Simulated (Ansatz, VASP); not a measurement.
**Ge: VASP beside Ansatz**

The input POSCAR:

```
Ge
1.0
   -1.5755858890      1.5755858890      1.8349411071
    1.5755858890     -1.5755858890      1.8349411071
    1.5755858890      1.5755858890     -1.8349411071
Ge
1
Direct
    0.5000000000      0.5000000000      0.0000000000
```

Contents of INCAR.step1:

```
PREC = Accurate
ENCUT = 520
EDIFF = 1E-5
ISMEAR = -1
SIGMA = 0.05
LREAL = False
LASPH = True
NELM = 80
ALGO = Normal
ISIF = 2
LWAVE = True
LCHARG = False
NBANDS = 13
GGA = PE
```

The input INCAR.step2:

```
PREC = Accurate
ENCUT = 520
EDIFF = 1E-6
ISMEAR = -1
SIGMA = 0.05
LREAL = False
LASPH = True
NELM = 80
ALGO = Normal
ISIF = 2
LWAVE = False
LCHARG = False
METAGGA = R2SCAN
LHFCALC = True
AEXX = 0.25
LMIXTAU = True
PRECFOCK = Normal
NBANDS = 13
ISTART = 1
```

File KPOINTS:

```
regular mesh
0
Gamma
  6 6 6
```

The input input.yaml:

```yaml
crystal:
  lattice:
    - [-1.575585889, 1.575585889, 1.8349411071]
    - [1.575585889, -1.575585889, 1.8349411071]
    - [1.575585889, 1.575585889, -1.8349411071]
  atoms:
    - { symbol: Ge, position: [0.5, 0.5, 0.0] }
hamiltonian:
  xc: r2scan0
  pseudopotentials: { kind: paw }
kpoints:
  mp_grid: { grid: [6, 6, 6] }
scf:
  occupations: { method: fermi_dirac, width: 0.05 }
output:
  forces: true
  stress: true
  eigenvalues: true
```

Alike in both runs: task single point; functional r2SCAN0; k mesh 6 × 6 × 6; occupations fermi-dirac, width 0.05 eV; no spin polarisation.

|  | VASP | Ansatz |
| --- | --- | --- |
| version | VASP 6.6.1 | Ansatz 0.2.0 |
| potentials or method | VASP PAW PBE potentials, release 64 (Ge_d) | Ansatz PAW |
| plane-wave cutoff (eV) | 520 | 500 |
| valence electrons in the cell | 14 | 14 |

Ansatz gave:

```
gap on the k mesh at the Fermi level (eV)                     : none
pressure (GPa)                                                : 2.1
traceless stress, the component that is largest in VASP (GPa) : -8.62
```

**Question.** Which values does VASP return?

**Answer.** gap on the k mesh at the Fermi level (eV): none; pressure (GPa): 2.0; traceless stress, the component that is largest in VASP (GPa): -8.62.

VASP's potentials were made for PBE, not for r2SCAN0. A gap of «none» marks a metal or a gap that the smearing closes. The functional is the same, so the differences come from potentials, cutoffs and numerics.

The k mesh is coarse, so the values compare programs but aren't converged.
